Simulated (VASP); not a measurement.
Na2C:

```xyz
3
Lattice="3.6626 0.0000 0.0000 -1.8313 3.1719 0.0000 0.0000 0.0000 3.9546" Properties=species:S:1:pos:R:3 pbc="T T T"
Na    0.0000    2.1146    1.9773
Na    1.8313    1.0573    1.9773
C     0.0000    0.0000    0.0000
```

- Program: VASP 6.6.1
- Task: relaxation of cell and atoms
- Functional: PBE
- Potentials or basis: VASP PAW PBE potentials, release 64 (Na_pv, C)
- Cutoff: 600 eV
- k mesh: 6 × 6 × 4
- Occupations: gaussian, width 0.1 eV
- Spin: collinear spin
- Starting moments: [0.0, 0.0, 0.7] μB

At the start: pressure 4.4 GPa; volume 15.31 Å³/atom.

**Question.** Where does the relaxation end?

**Answer.** Over 8 steps the energy falls by 546.3 meV/atom and the volume is 16.07 Å³/atom (+5.0 %); space group P6/mmm (No. 191, to 0.1 Å) before and after; moment 1.40 μB per cell.

The path:
```tsv
step	energy change (eV)	largest force (eV/Å)	pressure (GPa)	volume (Å³)
1	0.0000	0.0000	4.40	45.94
2	-0.9134	0.0000	1.12	48.40
3	-1.3257	0.0000	0.38	49.63
4	-1.6195	0.0000	-1.50	50.95
5	-1.6275	0.0000	-1.29	50.85
6	-1.6264	0.0000	-1.21	50.81
7	-1.6353	0.0000	-0.70	49.55
8	-1.6390	0.0000	-0.01	48.22
```

Final structure:
```xyz
3
Lattice="4.3284 0.0000 0.0000 -2.1642 3.7485 0.0000 0.0000 0.0000 2.9722" Properties=species:S:1:pos:R:3 pbc="T T T"
Na    0.0000    2.4990    1.4861
Na    2.1642    1.2495    1.4861
C     0.0000    0.0000    0.0000
```

Caveat: the k points lie up to 0.53 Å⁻¹ apart in the final cell; a cell axis changed by over 15 % at a fixed basis, so the end point is rough.
